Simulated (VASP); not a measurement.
# Ga2PdS3 (P-4m2) in VASP: a series of runs

Ga2PdS3 is run at these levels: PBE; tasks: single point, relaxation of cell and atoms.

Everything below comes from runs of VASP 6.6.1. Logs are shortened: lines on timing, memory, paths and dates and some standing lists are left out, and cuts for length are marked.

## 1. The cell of the first run

Symmetry: P-4m2, No. 115, tetragonal system. Conventional cell: a = 3.485 Å, b = 3.485 Å, c = 8.979 Å, α = 90.00°, β = 90.00°, γ = 90.00°. Within 3.5 Å of Ga (site symmetry 2mm) lie 7 S at 2.49 to 3.39 Å and 2 Pd at 3.39 Å and 4 Ga at 3.49 Å. Pd (site symmetry -4m2) has 4 S at 2.46 Å and 4 Ga at 3.39 Å and 4 Pd at 3.49 Å within 3.5 Å. S (site symmetry 2mm) has 5 Ga at 2.49 to 2.81 Å within 3.3 Å. Within 3.5 Å of S (site symmetry -4m2) lie 4 Pd at 2.46 Å and 4 Ga at 3.39 Å and 4 S at 3.49 Å.

The cell was built from a structure type or drawn by symmetry, and may not be a known phase.

## 2. Single point, PBE

Input file INCAR:

```
SYSTEM = Ga2PdS3
  PREC = Accurate
  ENCUT = 520
  EDIFF = 1E-6
  ISMEAR = 0
  SIGMA = 0.1
  LREAL = .FALSE.
  LASPH = .TRUE.
  NELM = 80
  ALGO = Normal
  ISIF = 2
  LWAVE = .FALSE.
  LCHARG = .TRUE.
  GGA = PE
  LELF = .TRUE.
  LVHAR = .TRUE.
  NBANDS = 36
```

Input file KPOINTS:

```
regular mesh
0
G
  4 4 2
  0 0 0
```

Input file POSCAR:

```
Ga2PdS3
1.0
    3.4853777414      0.0000000000      0.0000000000
    0.0000000000      3.4853777414      0.0000000000
    0.0000000000      0.0000000000      8.9791019265
Ga Pd S
2 1 3
Direct
    0.0000000000      0.5000000000      0.6767449629
    0.5000000000      0.0000000000      0.3232550371
    0.0000000000      0.0000000000      0.0000000000
    0.0000000000      0.5000000000      0.3640813264
    0.5000000000      0.0000000000      0.6359186736
    0.5000000000      0.5000000000      0.0000000000
```

Potentials or basis: VASP PAW PBE potentials, release 64 (Ga_d, Pd, S).

The run is started by

```sh
$ cat potpaw_PBE.64/Ga_d/POTCAR potpaw_PBE.64/Pd/POTCAR potpaw_PBE.64/S/POTCAR > POTCAR
$ mpirun -np 1 vasp_std > vasp.out
```

OUTCAR:

```text
SYSTEM = Ga2PdS3
   PREC = Accurate
   ENCUT = 520
   EDIFF = 1E-6
   ISMEAR = 0
   LREAL = .FALSE.
   LASPH = .TRUE.
   NELM = 80
   ISIF = 2
   GGA = PE

 ion  position               nearest neighbor table
   1  0.000  0.500  0.677-   5 2.49   5 2.49   5 2.49   5 2.49   4 2.81
   2  0.500  0.000  0.323-   4 2.49   4 2.49   4 2.49   4 2.49   5 2.81
   3  0.000  0.000  0.000-   6 2.46   6 2.46   6 2.46   6 2.46
   4  0.000  0.500  0.364-   2 2.49   2 2.49   2 2.49   2 2.49   1 2.81
   5  0.500  0.000  0.636-   1 2.49   1 2.49   1 2.49   1 2.49   2 2.81
   6  0.500  0.500  0.000-   3 2.46   3 2.46   3 2.46   3 2.46

  LATTYP: Found a simple tetragonal cell.
 ALAT       =     3.4853777414
 C/A-ratio  =     2.5762205972

  Lattice vectors:

 A1 = (   3.4853777414,   0.0000000000,   0.0000000000)
 A2 = (   0.0000000000,   3.4853777414,   0.0000000000)
 A3 = (   0.0000000000,   0.0000000000,   8.9791019265)

Analysis of symmetry for initial positions (statically):
=====================================================================
 Subroutine PRICEL returns:
 Original cell was already a primitive cell.

 Routine SETGRP: Setting up the symmetry group for a
 simple tetragonal supercell.

 Subroutine GETGRP returns: Found  8 space group operations
 (whereof  8 operations were pure point group operations)
 out of a pool of 16 trial point group operations.

The static configuration has the point symmetry D_2d.

Analysis of symmetry for dynamics (positions and initial velocities):
=====================================================================
 Subroutine PRICEL returns:
 Original cell was already a primitive cell.

 Routine SETGRP: Setting up the symmetry group for a
 simple tetragonal supercell.

 Subroutine GETGRP returns: Found  8 space group operations
 (whereof  8 operations were pure point group operations)
 out of a pool of 16 trial point group operations.

The dynamic configuration has the point symmetry D_2d.

 Subroutine INISYM returns: Found  8 space group operations
 (whereof  8 operations are pure point group operations),
 and found     1 'primitive' translations

----------------------------------------------------------------------------------------

                                     Primitive cell

  volume of cell :     109.0769

  direct lattice vectors                    reciprocal lattice vectors
     3.485377741  0.000000000  0.000000000     0.286912947  0.000000000  0.000000000
     0.000000000  3.485377741  0.000000000     0.000000000  0.286912947  0.000000000
     0.000000000  0.000000000  8.979101927     0.000000000  0.000000000  0.111369712

  length of vectors
     3.485377741  3.485377741  8.979101927     0.286912947  0.286912947  0.111369712

  position of ions in fractional coordinates (direct lattice)
     0.000000000  0.500000000  0.676744963
     0.500000000  0.000000000  0.323255037
     0.000000000  0.000000000  0.000000000
     0.000000000  0.500000000  0.364081326
     0.500000000  0.000000000  0.635918674
     0.500000000  0.500000000  0.000000000

  ion indices of the primitive-cell ions
   primitive index   ion index
                 1           1
                 2           2
                 3           3
                 4           4
                 5           5
                 6           6

----------------------------------------------------------------------------------------

 KPOINTS: regular mesh

Automatic generation of k-mesh.
 Grid dimensions read from file:
 generate k-points for:    4    4    2

 Generating k-lattice:

  Cartesian coordinates                     Fractional coordinates (reciprocal lattice)
     0.071728237  0.000000000  0.000000000     0.250000000  0.000000000  0.000000000
     0.000000000  0.071728237  0.000000000     0.000000000  0.250000000  0.000000000
     0.000000000  0.000000000  0.055684856     0.000000000  0.000000000  0.500000000

  Length of vectors
     0.071728237  0.071728237  0.055684856

  Shift w.r.t. Gamma in fractional coordinates (k-lattice)
     0.000000000  0.000000000  0.000000000

 Subroutine IBZKPT returns following result:
 ===========================================

 Found     12 irreducible k-points:

 Following reciprocal coordinates:
            Coordinates               Weight
  0.000000  0.000000  0.000000      1.000000
  0.250000  0.000000  0.000000      4.000000
  0.500000  0.000000  0.000000      2.000000
  0.250000  0.250000  0.000000      4.000000
  0.500000  0.250000  0.000000      4.000000
  0.500000  0.500000  0.000000      1.000000
  0.000000  0.000000  0.500000      1.000000
  0.250000  0.000000  0.500000      4.000000
  0.500000  0.000000  0.500000      2.000000
  0.250000  0.250000  0.500000      4.000000
  0.500000  0.250000  0.500000      4.000000
  0.500000  0.500000  0.500000      1.000000
   k-points           NKPTS =     12   k-points in BZ     NKDIM =     12   number of bands    NBANDS=     36
   number of dos      NEDOS =    301   number of ions     NIONS =      6
   total plane-waves  NPLWV =  54880
   dimension x,y,z NGX =    28 NGY =   28 NGZ =   70
   dimension x,y,z NGXF=    56 NGYF=   56 NGZF=  140
   ions per type =               2   1   3
   NGX,Y,Z   is equivalent  to a cutoff of  13.36, 13.36, 12.96 a.u.
   NGXF,Y,Z  is equivalent  to a cutoff of  26.71, 26.71, 25.92 a.u.
 SYSTEM =  Ga2PdS3
   PREC   = accura    normal or accurate (medium, high low for compatibility)
   ISTART =      0    job   : 0-new  1-cont  2-samecut
   ICHARG =      2    charge: 1-file 2-atom 10-const
   ISPIN  =      1    spin polarized calculation?
   LNONCOLLINEAR =      F non collinear calculations
   LSORBIT =      F    spin-orbit coupling
   LASPH  =      T    aspherical Exc in radial PAW
   ENCUT  =  520.0 eV  38.22 Ry    6.18 a.u.   6.48  6.48 16.70*2*pi/ulx,y,z
   NELM   =     80;   NELMIN=  2; NELMDL= -5     # of ELM steps
   EDIFF  = 0.1E-05   stopping-criterion for ELM
   LREAL  =      F    real-space projection
   EDIFFG = 0.1E-04   stopping-criterion for IOM
   NSW    =      0    number of steps for IOM
   IBRION =     -1    ionic relax: 0-MD 1-quasi-New 2-CG
   NFREE  =      0    steps in history (QN), initial steepest desc. (CG)
   ISIF   =      2    stress and relaxation
   ISYM   =      2    0-nonsym 1-usesym 2-fastsym
   POTIM  = 0.5000    time-step for ionic-motion
   TEBEG  =    0.0;   TEEND  =   0.0 temperature during run
   PSTRESS=    0.0 pullay stress
   NELECT =      54.0000    total number of electrons
   NUPDOWN=      -1.0000    fix difference up-down
   EMIN   =  10.00;   EMAX   =-10.00  energy-range for DOS
   EFERMI =   0.00;   METHOD = LEGACY
   ISMEAR =     0;   SIGMA  =   0.10  broadening in eV -4-tet -1-fermi 0-gaus
   EFERMI_NEDOS =   21; number of points for ismear=-14 and -15
   IALGO  =     38    algorithm
   IMIX   =      4    mixing-type and parameters
     AMIX     =   0.40;   BMIX     =  1.00
     AMIX_MAG =   1.60;   BMIX_MAG =  1.00
  volume/ion in A,a.u.               =      18.18       122.68
  Fermi-wavevector in a.u.,A,eV,Ry     =   1.295076  2.447339 22.819984  1.677222
  Thomas-Fermi vector in A             =   2.426618
   LORBIT       =      0    0 simple, 1 ext, 2 COOP (PROOUT), +10 PAW based schemes
   GGA     = PE    functional components
   LHFCALC =     F    Hartree Fock is set to
   AEXX    =    0.0000 exact exchange contribution
   IVDW    =     0    specifies the selected vdW correction
   LEPSILON=     F    determine dielectric tensor
   LRPA    =     F    only Hartree local field effects (RPA)
 non-spin polarized calculation
 Gauss-broadening in eV      SIGMA  =   0.10
  energy-cutoff  :      520.00
  volume of cell :      109.08
 maximum number of plane-waves:      2986
 NGX is ok and might be reduce to    28
   NGX = 13   NGY = 13   NGZ = 33

 number of electron      53.9999996 magnetization

 Free energy of the ion-electron system (eV)
  ---------------------------------------------------
  ext. energy  EPLUGINS =         0.00000000
  ---------------------------------------------------
  free energy    TOTEN  =       -24.53525047 eV

  energy without entropy =      -24.53059136  energy(sigma->0) =      -24.53292092

 E-fermi :   6.0467     XC(G=0): -10.7384

 val. band max:        5.9790404941   @ k =   0.5000   0.0000   0.0000
 cond. band min:       6.1057275968   @ k =   0.0000   0.0000   0.5000
 fundamental gap:      0.1266871028
 Fermi energy:         6.0467018591

 k-point     1 :       0.0000    0.0000    0.0000
  band No.  band energies     occupation
      1      -9.2641      2.00000
      2      -9.2569      2.00000
      3      -8.9239      2.00000
      4      -8.9183      2.00000
      5      -8.8980      2.00000
      6      -8.8980      2.00000
[... 28 lines left out ...]
     35      14.3692      0.00000
     36      14.4561      0.00000

 k-point     2 :       0.2500    0.0000    0.0000
  band No.  band energies     occupation
      1      -9.1289      2.00000
      2      -9.0613      2.00000
      3      -8.9201      2.00000
      4      -8.9199      2.00000
      5      -8.9196      2.00000
      6      -8.9187      2.00000
[... 28 lines left out ...]
     35      12.4109      0.00000
     36      12.6857      0.00000

 k-point     3 :       0.5000    0.0000    0.0000
  band No.  band energies     occupation
      1      -8.9876      2.00000
      2      -8.9875      2.00000
      3      -8.9506      2.00000
      4      -8.9505      2.00000
      5      -8.9444      2.00000
      6      -8.9443      2.00000
[... 28 lines left out ...]
     35      11.0199      0.00000
     36      12.2405      0.00000
[... 274 lines left out ...]
 k-point    11 :       0.5000    0.2500    0.5000
  band No.  band energies     occupation
      1      -9.1667      2.00000
      2      -9.1667      2.00000
      3      -8.9404      2.00000
      4      -8.9397      2.00000
      5      -8.9272      2.00000
      6      -8.9265      2.00000
[... 28 lines left out ...]
     35      13.0254      0.00000
     36      13.1016      0.00000

 k-point    12 :       0.5000    0.5000    0.5000
  band No.  band energies     occupation
      1      -9.3027      2.00000
      2      -9.3027      2.00000
      3      -8.9307      2.00000
      4      -8.9295      2.00000
      5      -8.9149      2.00000
      6      -8.9149      2.00000
[... 28 lines left out ...]
     35      12.6864      0.00000
     36      14.5915      0.00000

------------------------ aborting loop because EDIFF is reached ----------------------------------------

  FORCE on cell =-STRESS in cart. coord.  units (eV):
  Direction    XX          YY          ZZ          XY          YZ          ZX
  --------------------------------------------------------------------------------------
  -------------------------------------------------------------------------------------
  Total       -0.0375431     -0.0375431      0.1538703      0.0000000      0.0000000     -0.0000000
  in kB       -0.5514531     -0.5514531      2.2601263      0.0000000      0.0000000     -0.0000000
  external PRESSURE =       0.3857400 kB  Pullay stress =       0.0000000 kB

 VOLUME and BASIS-vectors are now :
 -----------------------------------------------------------------------------
  energy-cutoff  :      520.00
  volume of cell :      109.08
      direct lattice vectors                 reciprocal lattice vectors
     3.485377741  0.000000000  0.000000000     0.286912947  0.000000000  0.000000000
     0.000000000  3.485377741  0.000000000     0.000000000  0.286912947  0.000000000
     0.000000000  0.000000000  8.979101927     0.000000000  0.000000000  0.111369712

 POSITION                                       TOTAL-FORCE (eV/Angst)
 -----------------------------------------------------------------------------------
      0.00000      1.74269      6.07656        -0.000000      0.000000      0.036282
      1.74269      0.00000      2.90254         0.000000      0.000000     -0.036282
      0.00000      0.00000      0.00000         0.000000      0.000000      0.000000
      0.00000      1.74269      3.26912         0.000000      0.000000     -0.003171
      1.74269      0.00000      5.70998         0.000000      0.000000      0.003171
      1.74269      1.74269      0.00000         0.000000     -0.000000      0.000000
 -----------------------------------------------------------------------------------
    total drift:                                0.000000      0.000000      0.000000

  FREE ENERGIE OF THE ION-ELECTRON SYSTEM (eV)
  ---------------------------------------------------
  free  energy   TOTEN  =       -24.5352504691 eV

  energy  without entropy=      -24.5305913618  energy(sigma->0) =      -24.53292092
```

Wall time 1.9 min (1 thread of Intel Xeon 8259CL, shared host); peak memory 0.24 GiB.

What came out:

| Property | Result |
| --- | --- |
| Free energy | -24.5353 eV |
| Pressure | 0.0 GPa |
| Largest force | 0.036 eV/Å |
| Band gap on the k mesh | zero (bands 27 and 28 overlap by 2.80 eV) |

Forces on the atoms (eV/Å):
```
Ga   0.000  0.000  0.036
Ga   0.000  0.000 -0.036
Pd   0.000  0.000  0.000
S    0.000  0.000 -0.003
S    0.000  0.000  0.003
S    0.000  0.000  0.000
```

Caveat: the k points lie up to 0.45 Å⁻¹ apart, too coarse for converged energies and pressures of a metal.

## 3. Single point, PBE

This run uses another cell than the first one, of 20.70 Å³/atom.

Input file INCAR:

```
SYSTEM = Ga2PdS3
ALGO = Normal
EDIFF = 1E-6
ENCUT = 520
GGA = PE
ISIF = 2
ISMEAR = 0
LASPH = .TRUE.
LCHARG = .FALSE.
LREAL = .FALSE.
LWAVE = .FALSE.
NBANDS = 36
NELM = 80
PREC = Accurate
SIGMA = 0.1
```

Input file KPOINTS:

```
k-points
0
G
  4 4 2
  0 0 0
```

Input file POSCAR:

```
Ga2PdS3
1.0
    3.8340953100      0.0000000000      0.0000000000
    0.0000000000      3.8340953100      0.0000000000
    0.0000000000      0.0000000000      8.4468719500
Ga Pd S
2 1 3
Direct
    0.0000000000      0.5000000000      0.7315000300
    0.5000000000      0.0000000000      0.2684999700
    0.0000000000      0.0000000000      0.0000000000
    0.0000000000      0.5000000000      0.3835000100
    0.5000000000      0.0000000000      0.6164999900
    0.5000000000      0.5000000000      0.0000000000
```

Potentials or basis: VASP PAW PBE potentials, release 64 (Ga_d, Pd, S).

The run is started by

```sh
$ cat potpaw_PBE.64/Ga_d/POTCAR potpaw_PBE.64/Pd/POTCAR potpaw_PBE.64/S/POTCAR > POTCAR
$ mpirun -np 1 vasp_std > vasp.out
```

It took 2 min on 1 thread of Intel Xeon 8259CL, shared host; peak memory 0.25 GiB.

The run converged. Its results:

```yaml
Free_energy: -22.6289 eV
Pressure: -11.0 GPa
Largest_force: 1.091 eV/Å
Band_gap_on_the_k_mesh: zero (bands 27 and 28 overlap by 1.01 eV)
```

Forces in eV/Å, atoms in the order of the input:
```
Ga   0.000  0.000 -0.933
Ga   0.000  0.000  0.933
Pd   0.000  0.000  0.000
S    0.000  0.000 -1.091
S    0.000  0.000  1.091
S    0.000  0.000  0.000
```

Stress tensor (GPa, compression positive):
```
-13.19   0.00   0.00
  0.00 -13.19   0.00
  0.00   0.00  -6.54
```

Levels at points of the mesh, in eV from the Fermi level:
| k point | band 23 | band 24 | band 25 | band 26 | band 27 | band 28 | band 29 | band 30 | band 31 | band 32 |
| --- | --- | --- | --- | --- | --- | --- | --- | --- | --- | --- |
| (0.00, 0.00, 0.00) | -1.74 | -1.58 | -1.58 | -1.26 | -0.44 | -0.44 | 1.48 | 1.93 | 3.65 | 5.59 |
| (0.50, 0.00, 0.00) | -0.72 | -0.63 | -0.63 | -0.37 | 0.24 | 0.94 | 1.34 | 3.18 | 4.11 | 4.40 |
| (0.50, 0.50, 0.00) | -1.80 | -1.78 | -1.51 | -1.32 | -0.89 | -0.21 | -0.21 | 0.65 | 3.83 | 4.15 |
| (0.00, 0.00, 0.50) | -1.57 | -1.55 | -1.55 | -0.42 | -0.42 | -0.36 | 0.42 | 1.79 | 4.74 | 5.28 |
| (0.50, 0.00, 0.50) | -1.08 | -0.64 | -0.60 | -0.14 | 0.57 | 0.91 | 1.33 | 3.25 | 3.98 | 4.22 |
| (0.50, 0.50, 0.50) | -2.26 | -1.87 | -1.51 | -1.44 | -1.32 | -0.21 | -0.21 | 1.22 | 2.81 | 5.13 |

Caveat: the k points lie up to 0.41 Å⁻¹ apart, too coarse for converged energies and pressures of a metal; forces of over 1 eV/Å act on the atoms, so gaps and moduli don't describe the material at rest.

## 4. Single point, PBE

This run uses another cell than the first one, of 18.50 Å³/atom.

Input file INCAR:

```
SYSTEM = Ga2PdS3
PREC = Accurate ; ENCUT = 520
EDIFF = 1E-7 ; ISMEAR = 0
SIGMA = 0.1 ; LREAL = .FALSE.
LASPH = .TRUE. ; NELM = 80
ALGO = Normal ; ISIF = 2
LWAVE = .FALSE. ; LCHARG = .FALSE.
GGA = PE ; NBANDS = 36
```

Input file KPOINTS:

```
regular mesh
0
G
  6 6 2
  0 0 0
```

Input file POSCAR:

```
Ga2PdS3
1.0
    3.4199440127      0.0000000000      0.0000000000
    0.0000000000      3.4199440127      0.0000000000
    0.0000000000      0.0000000000      9.4906739119
Ga Pd S
2 1 3
Direct
    0.0000000000      0.5000000000      0.7270046993
    0.5000000000      0.0000000000      0.2729953007
    0.0000000000      0.0000000000      0.0000000000
    0.0000000000      0.5000000000      0.3452725541
    0.5000000000      0.0000000000      0.6547274459
    0.5000000000      0.5000000000      0.0000000000
```

The run is started by

```sh
$ cat potpaw_PBE.64/Ga_d/POTCAR potpaw_PBE.64/Pd/POTCAR potpaw_PBE.64/S/POTCAR > POTCAR
$ mpirun -np 1 vasp_std > vasp.out
```

Wall time 2.7 min (1 thread of Intel Xeon 8259CL, shared host); peak memory 0.27 GiB.

Results (log left out):

```yaml
Free_energy: -24.5853 eV
Pressure: 0.2 GPa
Largest_force: 0.031 eV/Å
Band_gap_on_the_k_mesh: zero (bands 27 and 28 overlap by 2.52 eV)
```

Forces on the atoms (eV/Å):
```
Ga   0.000  0.000 -0.014
Ga   0.000  0.000  0.014
Pd   0.000  0.000  0.000
S    0.000  0.000 -0.031
S    0.000  0.000  0.031
S    0.000  0.000  0.000
```

Stress tensor (GPa, compression positive):
```
0.19 0.00 0.00
0.00 0.19 0.00
0.00 0.00 0.10
```

Levels at points of the mesh, in eV from the Fermi level:
```tsv
k point	band 24	band 25	band 26	band 27	band 28	band 29	band 30	band 31
(0.00, 0.00, 0.00)	-1.79	-1.77	-1.77	-1.57	-0.74	0.17	2.84	3.87
(0.50, 0.00, 0.00)	-0.92	-0.91	-0.24	0.32	1.58	3.19	4.04	4.12
(0.50, 0.50, 0.00)	-2.17	-1.92	-1.68	-1.28	-1.28	-0.91	1.35	3.84
(0.00, 0.00, 0.50)	-1.94	-1.67	-1.67	-1.52	-0.51	0.12	2.42	4.49
(0.50, 0.00, 0.50)	-0.92	-0.91	-0.11	1.01	1.08	3.18	3.72	4.18
(0.50, 0.50, 0.50)	-2.13	-2.03	-1.68	-1.16	-1.16	-0.90	1.55	3.31
```

(Continued in part 2 of 2.)
